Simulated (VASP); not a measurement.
Here is a VASP 6.6.1 calculation.

The input POSCAR:

```
Sb
1.0
    0.1733647600      2.3885337500      2.4958692300
    2.4173055400      0.0646925500      2.6045414300
    2.3204533900      2.4003538000      0.1615447000
Sb
1
Direct
    0.0000000000      0.0000000000      0.0000000000
```

INCAR.step1

```
SYSTEM = Sb
ALGO = Normal
EDIFF = 1E-5
ENCUT = 600
GGA = PE
ISMEAR = -1
LASPH = .True.
LCHARG = .False.
LREAL = .False.
LWAVE = .True.
NBANDS = 8
NELM = 60
PREC = Accurate
SIGMA = 0.05
```

The input INCAR.step2:

```
SYSTEM = Sb
AEXX = 0.25
ALGO = Normal
EDIFF = 1E-7
EDIFFG = -0.01
ENCUT = 600
GGA = PS
IBRION = 2
ISIF = 3
ISMEAR = -1
ISTART = 1
LASPH = .True.
LCHARG = .False.
LHFCALC = .True.
LREAL = .False.
LWAVE = .False.
NELM = 60
NSW = 60
PREC = Accurate
PRECFOCK = Normal
SIGMA = 0.05
```

The input KPOINTS:

```
k-points
0
Gamma
  5 5 5
  0 0 0
```

Potentials or basis: VASP PAW PBE potentials, release 64 (Sb).

Launch:

```sh
$ cat potpaw_PBE.64/Sb/POTCAR > POTCAR
$ cp INCAR.step1 INCAR
$ mpirun -np 1 vasp_std > vasp.out
$ cp INCAR.step2 INCAR
$ mpirun -np 1 vasp_std > vasp.out
```

Task: Predict the relaxed cell.

Result: a = 3.409 Å, b = 3.521 Å, c = 3.273 Å, α = 59.13°, β = 54.95°, γ = 55.39°.

Task: Estimate the band gap on the k mesh.

Result: Zero (an odd number of electrons rules out a gap without spin polarisation).

Task: What does it give for the space group after relaxing (to 0.1 Å)?

Result: C2/m (No. 12).

Task: What does it give for the relaxed volume?

Result: 25.43 Å³/atom.

The path:
```
step  energy change (eV)  largest force (eV/Å)  pressure (GPa)  volume (Å³)
   1              0.0000                0.0000           -2.98        26.53
   2             -0.0089                0.0000            2.79        24.67
   3             -0.0185                0.0000            0.09        25.40
   4             -0.0185                0.0000            0.15        25.38
   5             -0.0188                0.0000            0.07        25.41
   6             -0.0188                0.0000            0.09        25.41
   7             -0.0189                0.0000           -0.08        25.45
   8             -0.0189                0.0000           -0.02        25.43
```

Caveat: the k points lie up to 0.49 Å⁻¹ apart in the final cell, too coarse for converged energies and pressures of a metal; the PAW data sets were made with another functional, which shifts forces and pressure a little; spin-orbit coupling is left out, which moves the levels of the heavy elements.
